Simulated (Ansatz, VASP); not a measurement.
SnSe4 in VASP and in Ansatz

```
Sn Se
1.0
     3.97047    0.00000    0.00000
    -1.98523    3.43853    0.00000
     0.00000    0.00000   10.32672
Sn Se
1 4
Direct
  0.00000 0.00000 0.50000
  0.33333 0.66667 0.00000
  0.66667 0.33333 0.00000
  0.00000 0.00000 0.70123
  0.00000 0.00000 0.29877
```

Alike in both runs: task single point; functional PBE; k mesh 6 × 6 × 2; occupations gaussian, width 0.1 eV; no spin polarisation.

|  | VASP | Ansatz |
| --- | --- | --- |
| version | VASP 6.6.1 | Ansatz 0.2.0 |
| potentials or method | VASP PAW PBE potentials, release 64 (Sn_d, Se), cutoff 520 eV | scalar-relativistic, plane waves, PAW |
| valence electrons in the cell | 38 | 78 |

VASP gave:

| Item | Value |
| --- | --- |
| gap on the k mesh at the Fermi level (eV) | none |
| pressure (GPa) | 22.5 |
| traceless stress, the component that is largest in VASP (GPa) | 14.53 |
| rms of the force components (eV/Å) | 2.758 |

**Question.** Estimate Ansatz's values.

**Answer.** gap on the k mesh at the Fermi level (eV): none; pressure (GPa): 22.6; traceless stress, the component that is largest in VASP (GPa): 15.00; rms of the force components (eV/Å): 2.800.

Atom by atom the forces differ by 0.043 eV/Å (rms over components). A gap of «none» marks a metal or a gap that the smearing closes. The functional is the same, so the differences come from potentials, cutoffs and numerics. VASP's potentials hold 38 valence electrons a cell and Ansatz's 78, so a difference there can come from the potentials and not from the codes.
